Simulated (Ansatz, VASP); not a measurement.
Cs2Si3 in VASP and in Ansatz

INCAR

```
SYSTEM = Cs2Si3
ALGO     = Normal         ! electronic algorithm
EDIFF    = 1E-7           ! SCF threshold, eV
EDIFFG   = -0.04          ! ionic threshold
ENCUT    = 600            ! plane-wave cutoff, eV
GGA      = PE             ! functional
IBRION   = 2              ! ionic algorithm
ISIF     = 3              ! what is computed and relaxed
ISMEAR   = 0              ! smearing method
LASPH    = .True.         ! aspherical terms in the spheres
LCHARG   = .False.        ! write CHGCAR
LREAL    = .False.        ! projectors in reciprocal space
LWAVE    = .False.        ! write WAVECAR
NELM     = 60             ! most SCF steps
NSW      = 90             ! ionic steps
PREC     = Accurate       ! precision mode
SIGMA    = 0.1            ! smearing width, eV
```

KPOINTS

```
k-points
0
Gamma
  6 6 4
  0 0 0
```

File POSCAR:

```
Cs2Si3
1.0
    4.9934834536      0.0000000000      0.0000000000
   -2.4967417268      4.3244835242      0.0000000000
    0.0000000000      0.0000000000      6.0291707706
Cs Si
2 3
Direct
    0.3333333333      0.6666666667      0.1380000000
    0.6666666667      0.3333333333      0.8620000000
    0.0000000000      0.0000000000      0.0000000000
    0.3333333333      0.6666666667      0.6250000000
    0.6666666667      0.3333333333      0.3750000000
```

Input for Ansatz:

```yaml
crystal:
  lattice:
    - [4.9934834536, 0.0, 0.0]
    - [-2.4967417268, 4.3244835242, 0.0]
    - [0.0, 0.0, 6.0291707706]
  atoms:
    - { symbol: Cs, position: [0.3333333333, 0.6666666667, 0.138] }
    - { symbol: Cs, position: [0.6666666667, 0.3333333333, 0.862] }
    - { symbol: Si, position: [0.0, 0.0, 0.0] }
    - { symbol: Si, position: [0.3333333333, 0.6666666667, 0.625] }
    - { symbol: Si, position: [0.6666666667, 0.3333333333, 0.375] }
basis:
  ecutwfc: 420
kpoints:
  mp_grid: { grid: [6, 6, 4] }
hamiltonian:
  xc: pbe
scf:
  occupations: { method: gaussian, width: 0.1 }
  lower_state_search: "off"
output:
  forces: true
  stress: true
  eigenvalues: true
relax:
  adjacent_minimum: "off"
  f_tol: 0.04
  max_steps: 70
  cell: { stress_tol: 0.4 }
```

Alike in both runs: task relaxation of cell and atoms; functional PBE; k mesh 6 × 6 × 4; occupations gaussian, width 0.1 eV; no spin polarisation.

```csv
,VASP,Ansatz
version,VASP 6.6.1,Ansatz 0.2.0
potentials or method,"VASP PAW PBE potentials, release 64 (Cs_sv, Si), cutoff 600 eV","scalar-relativistic, plane waves, PAW"
valence electrons in the cell,30,30
```

```csv
,VASP,Ansatz,Ansatz less VASP
"gap on the k mesh at the Fermi level, each at its own relaxed structure (eV)",none,none,-
relaxed volume (Å³/atom),33.31,33.81,+0.493
relaxed cell length with the largest relative difference (Å),12.472,12.689,+0.2171
```

A gap of «none» marks a metal or a gap that the smearing closes.

Spin-orbit coupling is off throughout. Noted on VASP's run: the volume moved by over 15 % at a fixed basis, so the end points are rough.
